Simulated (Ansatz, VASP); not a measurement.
GaN in VASP and in Ansatz

```
CELL_PARAMETERS angstrom
3.21154 0.00000 0.00000
-1.60577 2.78127 0.00000
0.00000 0.00000 10.35684
ATOMIC_POSITIONS crystal
Ga 0.00000 0.00000 0.28587
Ga 0.33333 0.66667 0.53735
Ga 0.66667 0.33333 0.03735
Ga 0.00000 0.00000 0.78587
N 0.33333 0.66667 0.84374
N 0.00000 0.00000 0.59304
N 0.66667 0.33333 0.34375
N 0.00000 0.00000 0.09304
```

Alike in both runs: task single point; functional PBE; k mesh 6 × 6 × 2; no spin polarisation.

|  | VASP | Ansatz |
| --- | --- | --- |
| version | VASP 6.6.1 | Ansatz 0.2.0 |
| potentials or method | VASP PAW PBE potentials, release 64 (Ga_d, N), cutoff 520 eV | plane waves, PAW |
| occupations | gaussian, width 0.01 eV | fixed |
| valence electrons in the cell | 72 | 72 |

```tsv
	VASP	Ansatz	Ansatz less VASP
gap on the k mesh at the Fermi level (eV)	0.81	0.81	0.000
```
